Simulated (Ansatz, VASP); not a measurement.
## Two plane-wave programs on Zr2GeCl4

```
CELL_PARAMETERS angstrom
4.81310 0.00000 0.00000
-2.40655 4.16827 0.00000
0.00000 0.00000 10.06440
ATOMIC_POSITIONS crystal
Zr 0.00000 0.00000 0.26403
Zr 0.00000 0.00000 0.77413
Ge 0.00000 0.00000 0.01916
Cl 0.33333 0.66667 0.30023
Cl 0.66667 0.33333 0.30023
Cl 0.33333 0.66667 0.73603
Cl 0.66667 0.33333 0.73603
```

Alike in both runs: functional PBE; k mesh 3 × 3 × 2; occupations gaussian, width 0.15 eV; no spin polarisation.

Ansatz relaxed the structure, and its values are those at the end. VASP's run is a single point on that final structure, the one shown.

|  | VASP | Ansatz |
| --- | --- | --- |
| version | VASP 6.6.1 | Ansatz 0.2.0 |
| potentials or method | VASP PAW PBE potentials, release 64 (Zr_sv, Ge_d, Cl), cutoff 520 eV | scalar-relativistic, plane waves, PAW |
| valence electrons in the cell | 66 | 66 |

```tsv
	VASP	Ansatz	Ansatz less VASP
gap on the k mesh at the Fermi level (eV)	0.75	0.75	-0.002
least direct gap on the mesh (eV)	0.89	0.89	-0.004
pressure (GPa)	0.1	0.1	+0.05
rms of the force components (eV/Å)	0.011	0.010	-0.0005
```

With one functional, cell and mesh, what is left measures potentials, basis and numerics.

The k mesh is coarse, so the values compare programs but aren't converged.
